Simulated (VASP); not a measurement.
# SnO2 (P4_2/mnm) in VASP: a series of runs, part 2 of 2

VASP 6.6.1. The steps go on from the part before.

**5. Single point, r2SCAN (volume scaled by 0.97, then relaxed in part)**

Input file POSCAR:

```
SnO2
1.0
    4.7013426517      0.0000000000      0.0000000000
    0.0000000000      4.7013426517      0.0000000000
    0.0000000000      0.0000000000      3.1826707899
Sn O
2 4
Direct
    0.0000000000      0.0000000000      0.0000000000
    0.5000000000      0.5000000000      0.5000000000
    0.3054389508      0.3054389508      0.0000000000
    0.1945610492      0.8054389508      0.5000000000
    0.6945610492      0.6945610492      0.0000000000
    0.8054389508      0.1945610492      0.5000000000
```

Input file INCAR.step1:

```
ALGO = Normal
EDIFF = 1E-4
ENCUT = 520
GGA = PE
ISMEAR = 0
LASPH = True
LCHARG = False
LREAL = False
LWAVE = True
NBANDS = 35
NELM = 60
PREC = Accurate
SIGMA = 0.02
```

Input file INCAR.step2:

```
ALGO = Normal
EDIFF = 1E-6
ENCUT = 520
ISIF = 2
ISMEAR = 0
ISTART = 1
LASPH = True
LCHARG = True
LELF = True
LMIXTAU = True
LREAL = False
LVHAR = True
LWAVE = False
METAGGA = R2SCAN
NBANDS = 35
NELM = 60
PREC = Accurate
SIGMA = 0.02
```

Input file KPOINTS:

```
k-points
0
Gamma
  6 6 8
```

Launch:

```
$ cat potpaw_PBE.64/Sn_d/POTCAR potpaw_PBE.64/O/POTCAR > POTCAR
$ cp INCAR.step1 INCAR
$ mpirun -np 1 vasp_std > vasp.out
$ cp INCAR.step2 INCAR
$ mpirun -np 1 vasp_std > vasp.out
```

Wall time 2.3 min (1 thread of Intel Xeon 6975P-C (Granite Rapids), shared host); peak memory 0.24 GiB.

Results (log left out):

```
Free energy            : -84.5670 eV
Pressure               : 7.9 GPa
Largest force          : 0.023 eV/Å
Band gap on the k mesh : 2.14 eV, direct
```

Forces in eV/Å, atoms in the order of the input:
```
Sn   0.000  0.000  0.000
Sn   0.000  0.000  0.000
O   -0.016 -0.016  0.000
O    0.016 -0.016  0.000
O    0.016  0.016  0.000
O   -0.016  0.016  0.000
```

Stress tensor (GPa, compression positive):
```
7.75 0.00 0.00
0.00 7.75 0.00
0.00 0.00 8.27
```

Levels at points of the mesh, in eV from the valence-band top:
```
           k point  band 23  band 24  band 25  band 26  band 27  band 28  band 29  band 30
(0.00, 0.00, 0.00)    -1.22    -0.80    -0.80     0.00     2.14     7.06     7.18     7.18
(0.50, 0.00, 0.00)    -1.17    -1.17    -0.63    -0.63     5.35     5.35     7.95     7.95
(0.50, 0.50, 0.00)    -1.31    -1.31    -0.94    -0.94     5.80     5.80     8.43     8.43
(0.00, 0.00, 0.50)    -1.75    -1.75    -1.31    -1.31     7.24     7.24    10.78    10.78
(0.50, 0.00, 0.50)    -1.16    -1.16    -0.64    -0.64     7.54     7.54     9.16     9.16
(0.50, 0.50, 0.50)    -0.97    -0.97    -0.88    -0.88     5.84     5.84     9.83     9.83
```

Caveat: the cell differs from its parent crystal (volume scaled by 0.97, then relaxed in part); the PAW data sets were made with another functional, which shifts forces and pressure a little; spin-orbit coupling is left out, which moves the levels of the heavy elements.

**6. Single point, r2SCAN**

This run uses another cell than the first one, of 12.09 Å³/atom, 0.943 times its volume.

Input file POSCAR:

```
SnO2
1.0
    4.7599425472      0.0000000000      0.0000000000
    0.0000000000      4.7599425472      0.0000000000
    0.0000000000      0.0000000000      3.2008135226
Sn O
2 4
Direct
    0.0000000000      0.0000000000      0.0000000000
    0.5000000000      0.5000000000      0.5000000000
    0.3059109373      0.3059109373      0.0000000000
    0.1940890627      0.8059109373      0.5000000000
    0.6940890627      0.6940890627      0.0000000000
    0.8059109373      0.1940890627      0.5000000000
```

Input file INCAR.step1:

```
PREC     = Accurate       # precision mode
ENCUT    = 520            # plane-wave cutoff, eV
ISMEAR   = 0              # smearing method
SIGMA    = 0.02           # smearing width, eV
LREAL    = False          # projectors in reciprocal space
LASPH    = True           # aspherical terms in the spheres
NELM     = 100            # most SCF steps
NBANDS   = 35             # bands
GGA      = PE             # functional
ALGO     = Normal         # electronic algorithm
EDIFF    = 1E-4           # SCF threshold, eV
LWAVE    = True           # write WAVECAR
LCHARG   = False          # write CHGCAR
```

Input file INCAR.step2:

```
PREC     = Accurate       # precision mode
ENCUT    = 520            # plane-wave cutoff, eV
EDIFF    = 1E-7           # SCF threshold, eV
ISMEAR   = 0              # smearing method
SIGMA    = 0.02           # smearing width, eV
LREAL    = False          # projectors in reciprocal space
LASPH    = True           # aspherical terms in the spheres
NELM     = 100            # most SCF steps
ALGO     = Normal         # electronic algorithm
ISIF     = 2              # what is computed and relaxed
LWAVE    = False          # write WAVECAR
LCHARG   = True           # write CHGCAR
METAGGA  = R2SCAN         # meta-GGA
LMIXTAU  = True         
LELF     = True           # ELF
LVHAR    = True         
NBANDS   = 35             # bands
ISTART   = 1
```

Input file KPOINTS:

```
Automatic mesh
0
Gamma
  6 6 8
```

Potentials or basis: VASP PAW PBE potentials, release 64 (Sn_d, O).

Launch:

```
$ cat potpaw_PBE.64/Sn_d/POTCAR potpaw_PBE.64/O/POTCAR > POTCAR
$ cp INCAR.step1 INCAR
$ mpirun -np 1 vasp_std > vasp.out
$ cp INCAR.step2 INCAR
$ mpirun -np 1 vasp_std > vasp.out
```

OUTCAR:

```text
PREC = Accurate
   ENCUT = 520
   EDIFF = 1E-7
   ISMEAR = 0
   LREAL = False
   LASPH = True
   NELM = 100
   ISIF = 2
   METAGGA = R2SCAN
   ISTART = 1

 ion  position               nearest neighbor table
   1  0.000  0.000  0.000-   3 2.06   5 2.06   4 2.07   6 2.07   4 2.07   6 2.07   2 3.73   2 3.73
                             2 3.73   2 3.73   2 3.73   2 3.73   2 3.73   2 3.73
   2  0.500  0.500  0.500-   4 2.06   6 2.06   5 2.07   3 2.07   3 2.07   5 2.07   1 3.73   1 3.73
                             1 3.73   1 3.73   1 3.73   1 3.73   1 3.73   1 3.73
   3  0.306  0.306  0.000-   1 2.06   2 2.07   2 2.07
   4  0.194  0.806  0.500-   2 2.06   1 2.07   1 2.07
   5  0.694  0.694  0.000-   1 2.06   2 2.07   2 2.07
   6  0.806  0.194  0.500-   2 2.06   1 2.07   1 2.07

  LATTYP: Found a simple tetragonal cell.
 ALAT       =     4.7599425472
 C/A-ratio  =     0.6724479321

  Lattice vectors:

 A1 = (   4.7599425472,   0.0000000000,   0.0000000000)
 A2 = (   0.0000000000,   4.7599425472,   0.0000000000)
 A3 = (   0.0000000000,   0.0000000000,   3.2008135226)

Analysis of symmetry for initial positions (statically):
=====================================================================
 Subroutine PRICEL returns:
 Original cell was already a primitive cell.

[... 181 lines left out ...]

 val. band max:        5.5572747770   @ k =   0.0000   0.0000   0.0000
 cond. band min:       7.3512208603   @ k =   0.0000   0.0000   0.0000
 fundamental gap:      1.7939460833
 Fermi energy:         5.7380673103

 k-point     1 :       0.0000    0.0000    0.0000
  band No.  band energies     occupation
      1     -16.1799      2.00000
      2     -15.2667      2.00000
      3     -14.9666      2.00000
      4     -14.9666      2.00000
      5     -14.9442      2.00000
      6     -14.9057      2.00000
[... 901 lines left out ...]
     34      18.8066      0.00000
     35      19.0989      0.00000

 [... further k-points ...]
[... 5 lines left out ...]
  --------------------------------------------------------------------------------------
  -------------------------------------------------------------------------------------
  Total        0.4187270      0.4187270      0.6466390     -0.0000000      0.0000000      0.0000000
  in kB        9.2507665      9.2507665     14.2859357     -0.0000000      0.0000000      0.0000000
  external PRESSURE =      10.9291563 kB  Pullay stress =       0.0000000 kB

 VOLUME and BASIS-vectors are now :
 -----------------------------------------------------------------------------
  energy-cutoff  :      520.00
  volume of cell :       72.52
      direct lattice vectors                 reciprocal lattice vectors
     4.759942547  0.000000000  0.000000000     0.210086569  0.000000000  0.000000000
     0.000000000  4.759942547  0.000000000     0.000000000  0.210086569  0.000000000
     0.000000000  0.000000000  3.200813523     0.000000000  0.000000000  0.312420575

 POSITION                                       TOTAL-FORCE (eV/Angst)
 -----------------------------------------------------------------------------------
      0.00000      0.00000      0.00000        -0.000000     -0.000000      0.000000
      2.37997      2.37997      1.60041        -0.000000     -0.000000      0.000000
      1.45612      1.45612      0.00000        -0.019654     -0.019654     -0.000000
      0.92385      3.83609      1.60041         0.019654     -0.019654      0.000000
      3.30382      3.30382      0.00000         0.019654      0.019654      0.000000
      3.83609      0.92385      1.60041        -0.019654      0.019654      0.000000
 -----------------------------------------------------------------------------------
    total drift:                                0.000000      0.000000     -0.000000

  FREE ENERGIE OF THE ION-ELECTRON SYSTEM (eV)
  ---------------------------------------------------
  free  energy   TOTEN  =       -84.6295664570 eV

  energy  without entropy=      -84.6295664570  energy(sigma->0) =      -84.62956646
```

OSZICAR.step1:

```text
N       E                     dE             d eps       ncg     rms          rms(c)
DAV:   1     0.641595899409E+03    0.64160E+03   -0.25787E+04  3850   0.232E+03
DAV:   2     0.568489630788E+02   -0.58475E+03   -0.55296E+03  3836   0.613E+02
DAV:   3    -0.384347906658E+02   -0.95284E+02   -0.93280E+02  3828   0.207E+02
DAV:   4    -0.433168411259E+02   -0.48821E+01   -0.48442E+01  4409   0.504E+01
DAV:   5    -0.434453551517E+02   -0.12851E+00   -0.12830E+00  4401   0.862E+00    0.160E+01
DAV:   6    -0.371390004618E+02    0.63064E+01   -0.17548E+01  5517   0.640E+01    0.621E+00
DAV:   7    -0.372569061797E+02   -0.11791E+00   -0.20652E+00  4029   0.793E+00    0.322E+00
DAV:   8    -0.372348317206E+02    0.22074E-01   -0.16954E-01  5140   0.417E+00    0.752E-01
DAV:   9    -0.372276278931E+02    0.72038E-02   -0.35405E-02  5753   0.300E+00    0.131E-01
DAV:  10    -0.372283009198E+02   -0.67303E-03   -0.38468E-03  4461   0.485E-01    0.543E-02
DAV:  11    -0.372284150884E+02   -0.11417E-03   -0.17075E-04  3465   0.102E-01    0.135E-02
DAV:  12    -0.372284158592E+02   -0.77082E-06   -0.22300E-05  2253   0.432E-02
   1 F= -.37228416E+02 E0= -.37228416E+02  d E =-.575837E-25
```

It took 2.8 min on 1 thread of Intel Xeon 6975P-C (Granite Rapids), shared host; peak memory 0.24 GiB.

Results:

```yaml
Free_energy: -84.6296 eV
Pressure: 1.1 GPa
Largest_force: 0.028 eV/Å
Band_gap_on_the_k_mesh: 1.79 eV, direct
```

Forces in eV/Å, atoms in the order of the input:
```
Sn   0.000  0.000  0.000
Sn   0.000  0.000  0.000
O   -0.020 -0.020  0.000
O    0.020 -0.020  0.000
O    0.020  0.020  0.000
O   -0.020  0.020  0.000
```

Levels at points of the mesh, in eV from the valence-band top:
| k point | band 24 | band 25 | band 26 | band 27 | band 28 | band 29 |
| --- | --- | --- | --- | --- | --- | --- |
| (0.00, 0.00, 0.00) | -0.78 | -0.78 | 0.00 | 1.79 | 6.81 | 7.05 |
| (0.50, 0.00, 0.00) | -1.17 | -0.62 | -0.62 | 5.00 | 5.00 | 7.81 |
| (0.50, 0.50, 0.00) | -1.30 | -0.92 | -0.92 | 5.44 | 5.44 | 8.22 |
| (0.00, 0.00, 0.50) | -1.67 | -1.27 | -1.27 | 6.87 | 6.87 | 10.53 |
| (0.50, 0.00, 0.50) | -1.11 | -0.69 | -0.69 | 7.15 | 7.15 | 8.85 |
| (0.50, 0.50, 0.50) | -0.96 | -0.85 | -0.85 | 5.52 | 5.52 | 9.65 |

Caveat: the PAW data sets were made with another functional, which shifts forces and pressure a little; spin-orbit coupling is left out, which moves the levels of the heavy elements.

**7. Relaxation of shape and atoms at fixed volume, r2SCAN (volume scaled by 0.94)**

Input file POSCAR:

```
SnO2
1.0
    4.6523667724      0.0000000000      0.0000000000
    0.0000000000      4.6523667724      0.0000000000
    0.0000000000      0.0000000000      3.1495155586
Sn O
2 4
Direct
    0.0000000000      0.0000000000      0.0000000000
    0.5000000000      0.5000000000      0.5000000000
    0.3054389507      0.3054389507      0.0000000000
    0.1945610493      0.8054389507      0.5000000000
    0.6945610493      0.6945610493      0.0000000000
    0.8054389507      0.1945610493      0.5000000000
```

Input file INCAR.step1:

```
ALGO = Normal
EDIFF = 1E-4
ENCUT = 600
GGA = PE
ISMEAR = 0
LASPH = T
LCHARG = F
LREAL = F
LWAVE = T
NELM = 100
PREC = Accurate
SIGMA = 0.02
```

Input file INCAR.step2:

```
ALGO = Normal
EDIFF = 1E-6
EDIFFG = -0.01
ENCUT = 600
IBRION = 2
ISIF = 4
ISMEAR = 0
ISTART = 1
LASPH = T
LCHARG = F
LMIXTAU = T
LREAL = F
LWAVE = F
METAGGA = R2SCAN
NELM = 100
NSW = 50
PREC = Accurate
SIGMA = 0.02
```

Input file KPOINTS:

```
k-points
0
Gamma
  6 6 8
```

Launch:

```
$ cat potpaw_PBE.64/Sn_d/POTCAR potpaw_PBE.64/O/POTCAR > POTCAR
$ cp INCAR.step1 INCAR
$ mpirun -np 1 vasp_std > vasp.out
$ cp INCAR.step2 INCAR
$ mpirun -np 1 vasp_std > vasp.out
```

Run time: 17 min. Hardware: 1 thread of AMD EPYC 9R45 (Zen 5), shared host; peak memory 0.26 GiB.

It converged, with:

```
Free energy                  : -84.4175 eV
Energy gained by relaxing    : 0.6 meV/atom
Ionic steps                  : 5
Pressure after relaxing      : 15.9 GPa
Largest force after relaxing : 0.005 eV/Å
Band gap on the k mesh       : 2.52 eV, direct
```

Forces in eV/Å, atoms in the order of the input:
```
Sn   0.000  0.000  0.000
Sn   0.000  0.000  0.000
O    0.004  0.004  0.000
O   -0.004  0.004  0.000
O   -0.004 -0.004  0.000
O    0.004 -0.004  0.000
```

Stress tensor (GPa, compression positive):
```
15.84  0.00  0.00
 0.00 15.84  0.00
 0.00  0.00 15.96
```

The path:
```
step  energy change (eV)  largest force (eV/Å)  pressure (GPa)  volume (Å³)
   1              0.0000                0.1307           16.29        68.17
   2             -0.0025                0.1222           15.74        68.17
   3             -0.0033                0.0415           15.90        68.17
   4             -0.0033                0.0380           15.91        68.17
   5             -0.0035                0.0053           15.88        68.17
```

Final structure:
```xyz
6
Lattice="4.6408 0.0000 0.0000 0.0000 4.6408 0.0000 0.0000 0.0000 3.1653" Properties=species:S:1:pos:R:3 pbc="T T T"
Sn    0.0000    0.0000    3.1653
Sn    2.3204    2.3204    1.5826
O     1.4156    1.4156    3.1653
O     0.9048    3.7360    1.5826
O     3.2252    3.2252    0.0000
O     3.7360    0.9048    1.5826
```

Levels at points of the mesh, in eV from the valence-band top:
| k point | band 24 | band 25 | band 26 | band 27 | band 28 | band 29 |
| --- | --- | --- | --- | --- | --- | --- |
| (0.00, 0.00, 0.00) | -0.82 | -0.82 | 0.00 | 2.52 | 7.31 | 7.31 |
| (0.50, 0.00, 0.00) | -1.18 | -0.64 | -0.64 | 5.72 | 5.72 | 8.11 |
| (0.50, 0.50, 0.00) | -1.31 | -0.95 | -0.95 | 6.17 | 6.17 | 8.66 |
| (0.00, 0.00, 0.50) | -1.84 | -1.35 | -1.35 | 7.64 | 7.64 | 11.04 |
| (0.50, 0.00, 0.50) | -1.20 | -0.59 | -0.59 | 7.96 | 7.96 | 9.49 |
| (0.50, 0.50, 0.50) | -0.99 | -0.90 | -0.90 | 6.19 | 6.19 | 10.01 |

Caveat: the cell differs from its parent crystal (volume scaled by 0.94); the PAW data sets were made with another functional, which shifts forces and pressure a little; spin-orbit coupling is left out, which moves the levels of the heavy elements.

**8. Summary**

```tsv
task	level	cell	cutoff (eV)	gap on the mesh (eV)	pressure (GPa)	largest force (eV/Å)
single point	PBEsol	a = 4.878, b = 4.878, c = 3.230 Å, 6 atoms	520	0.46	-7.6	0.01
single point	r2SCAN	a = 4.642, b = 4.642, c = 3.163 Å, 6 atoms	520	2.52	16.1	0.02
single point	r2SCAN+D4	a = 4.642, b = 4.642, c = 3.163 Å, 6 atoms	520	2.52	14.7	0.02
single point	r2SCAN	a = 4.701, b = 4.701, c = 3.183 Å, 6 atoms	520	2.14	7.9	0.02
single point	r2SCAN	a = 4.760, b = 4.760, c = 3.201 Å, 6 atoms	520	1.79	1.1	0.03
relaxation of shape and atoms at fixed volume	r2SCAN	relaxed from a = 4.652, b = 4.652, c = 3.150 Å, 6 atoms	600	2.52	15.9	0.01
```

Alike in all rows: potentials or basis VASP PAW PBE potentials, release 64 (Sn_d, O); no spin polarisation; k mesh 6 × 6 × 8; smearing gaussian 0.02 eV.

Caveats: the PAW data sets were made with another functional, which shifts forces and pressure a little; spin-orbit coupling is left out, which moves the levels of the heavy elements.

Total energies depend on the potentials used, so only differences within one code and one set of settings carry meaning.
